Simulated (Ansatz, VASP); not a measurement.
# Two plane-wave programs on MnHg

INCAR

```
SYSTEM = MnHg
ALGO = Normal
EDIFF = 1E-6
ENCUT = 520
GGA = PS
ISIF = 2
ISMEAR = 0
ISPIN = 2
LASPH = .TRUE.
LCHARG = .FALSE.
LMAXMIX = 4
LORBIT = 11
LREAL = .FALSE.
LWAVE = .FALSE.
MAGMOM = 4.23 0
NBANDS = 24
NELM = 150
PREC = Accurate
SIGMA = 0.15
```

The input KPOINTS:

```
k-points
0
G
  16 16 16
  0 0 0
```

The input POSCAR:

```
MnHg
1.0
    3.3150000000      0.0000000000      0.0000000000
    0.0000000000      3.3150000000      0.0000000000
    0.0000000000      0.0000000000      3.3150000000
Mn Hg
1 1
Direct
    0.5000000000      0.5000000000      0.5000000000
    0.0000000000      0.0000000000      0.0000000000
```

Input for Ansatz:

```yaml
crystal:
  lattice:
    - [3.315, 0.0, 0.0]
    - [0.0, 3.315, 0.0]
    - [0.0, 0.0, 3.315]
  atoms:
    - { symbol: Mn, position: [0.5, 0.5, 0.5], spin: 4.23 }
    - { symbol: Hg, position: [0.0, 0.0, 0.0] }
basis:
  ecutwfc: 420
kpoints:
  mp_grid: { grid: [16, 16, 16] }
hamiltonian:
  xc: pbesol
scf:
  occupations: { method: gaussian, width: 0.15 }
output:
  forces: true
  stress: true
  eigenvalues: true
  populations: true
magnetization:
  spin_polarized: true
```

Alike in both runs: task single point; functional PBEsol; k mesh 16 × 16 × 16; occupations gaussian, width 0.15 eV; collinear spin.

|  | VASP | Ansatz |
| --- | --- | --- |
| version | VASP 6.6.1 | Ansatz 0.2.0 |
| potentials or method | VASP PAW PBE potentials, release 64 (Mn_pv, Hg), cutoff 520 eV | scalar-relativistic, plane waves, PAW |
| valence electrons in the cell | 25 | 35 |

Ansatz gave:

| Property | Result |
| --- | --- |
| gap on the k mesh at the Fermi level (eV) | none |
| pressure (GPa) | -5.1 |
| net moment per atom (μB) | 1.95 |
| size of the moment on the site where the two differ most (μB) | 3.86 |

Task: What did VASP give for the same quantities?

Result: gap on the k mesh at the Fermi level (eV): none; pressure (GPa): -4.6; net moment per atom (μB): 1.96; size of the moment on the site where the two differ most (μB): 3.81.

VASP's potentials were made for PBE, not for PBEsol. Site moments also hang on the region over which each program counts them. A gap of «none» marks a metal or a gap that the smearing closes. The functional is the same, so the differences come from potentials, cutoffs and numerics. VASP's potentials hold 25 valence electrons a cell and Ansatz's 35, so a difference there can come from the potentials and not from the codes.

Neither program's run includes spin-orbit coupling.
